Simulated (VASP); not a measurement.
Nb, 1 atom in the cell. Symmetry: Fm-3m, No. 225, cubic system. The conventional cell has a = 3.555 Å, b = 3.555 Å, c = 3.555 Å, α = 90.00°, β = 90.00°, γ = 90.00°. Within 3.3 Å of Nb (site symmetry m-3m) lie 12 Nb at 2.51 Å. This isn't the form of Nb at room conditions, which is bcc.

* Program: VASP 6.6.1
* Task: relaxation of cell and atoms
* Functional: PBE
* Potentials or basis: VASP PAW PBE potentials, release 64 (Nb_sv)
* Cutoff: 600 eV
* k mesh: 19 × 19 × 19
* Occupations: fermi-dirac, width 0.1 eV
* Spin: no spin polarisation
* Target pressure: 200 GPa
* Dipole correction: no
* Further INCAR settings: ALGO = Normal; EDIFF = 1e-06; IBRION = 2; EDIFFG = -0.005; NSW = 32; ISIF = 3

Potentials or basis: VASP PAW PBE potentials, release 64 (Nb_sv).

The run is started by

```bash
$ cat potpaw_PBE.64/Nb_sv/POTCAR > POTCAR
$ mpirun -np 1 vasp_std > vasp.out
```

Hardware: 1 thread of Intel(R) Xeon(R) 6975P-C (Granite Rapids), on a shared host.

How long does it take, and how much memory?

Wall time 27 s on 1 thread of Intel(R) Xeon(R) 6975P-C (Granite Rapids), with other jobs on the host, peak memory 0.15 GiB. Counts: scf iterations 26, k points 220, ion steps 3.
